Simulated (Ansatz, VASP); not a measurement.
## Li3TaO4 in VASP and in Ansatz

File INCAR:

```
SYSTEM = Li3TaO4
  ALGO = Normal
  EDIFF = 1E-7
  ENCUT = 520
  GGA = PS
  ISIF = 2
  ISMEAR = 0
  LASPH = .TRUE.
  LCHARG = .FALSE.
  LREAL = .FALSE.
  LWAVE = .FALSE.
  NBANDS = 32
  NELM = 60
  PREC = Accurate
  SIGMA = 0.05
```

Contents of KPOINTS:

```
k-points
0
G
  10 10 10
  0 0 0
```

Contents of POSCAR:

```
Li3TaO4
1.0
   -2.0422644308      2.0422644308      4.2529592940
    2.0422644308     -2.0422644308      4.2529592940
    2.0422644308      2.0422644308     -4.2529592940
Li Ta O
3 1 4
Direct
    0.4694330486      0.4694330486      0.0000000000
    0.2474183261      0.7474183261      0.5000000000
    0.7474183261      0.2474183261      0.5000000000
    0.0007520810      0.0007520810      0.0000000000
    0.0003817329      0.5003817329      0.5000000000
    0.7773740889      0.7773740889      0.0000000000
    0.5003817329      0.0003817329      0.5000000000
    0.2288554335      0.2288554335      0.0000000000
```

Input for Ansatz:

```yaml
crystal:
  lattice:
    - [-2.0422644308, 2.0422644308, 4.252959294]
    - [2.0422644308, -2.0422644308, 4.252959294]
    - [2.0422644308, 2.0422644308, -4.252959294]
  atoms:
    - { symbol: Li, position: [0.4694330486, 0.4694330486, 0.0] }
    - { symbol: Li, position: [0.2474183261, 0.7474183261, 0.5] }
    - { symbol: Li, position: [0.7474183261, 0.2474183261, 0.5] }
    - { symbol: Ta, position: [0.000752081, 0.000752081, 0.0] }
    - { symbol: O, position: [0.0003817329, 0.5003817329, 0.5] }
    - { symbol: O, position: [0.7773740889, 0.7773740889, 0.0] }
    - { symbol: O, position: [0.5003817329, 0.0003817329, 0.5] }
    - { symbol: O, position: [0.2288554335, 0.2288554335, 0.0] }
basis:
  ecutwfc: 420
kpoints:
  mp_grid: { grid: [10, 10, 10] }
hamiltonian:
  xc: pbesol
scf:
  occupations: { method: gaussian, width: 0.05 }
output:
  forces: true
  stress: true
  eigenvalues: true
```

Change from the starting cell: mode 1 (-167.1 1/cm) frozen in, largest displacement -0.260 Å.

Alike in both runs: task single point; functional PBEsol; k mesh 10 × 10 × 10; occupations gaussian, width 0.05 eV; no spin polarisation.

```csv
,VASP,Ansatz
version,VASP 6.6.1,Ansatz 0.2.0
potentials or method,"VASP PAW PBE potentials, release 64 (Li_sv, Ta_pv, O), cutoff 520 eV","scalar-relativistic, plane waves, PAW"
valence electrons in the cell,44,46
```

Ansatz gave:

| Item | Value |
| --- | --- |
| gap on the k mesh at the Fermi level (eV) | 1.63 |
| least direct gap on the mesh (eV) | 1.70 |
| rms of the force components (eV/Å) | 0.027 |

Question: Which values does VASP return?

Answer: gap on the k mesh at the Fermi level (eV): 1.58; least direct gap on the mesh (eV): 1.65; rms of the force components (eV/Å): 0.049.

VASP's potentials were made for PBE, not for PBEsol. Atom by atom the forces differ by 0.042 eV/Å (rms over components). VASP's potentials hold 44 valence electrons a cell and Ansatz's 46, so a difference there can come from the potentials and not from the codes.

Neither program's run includes spin-orbit coupling. Noted on VASP's run: the cutoff is short for stress, so the pressure is rough.
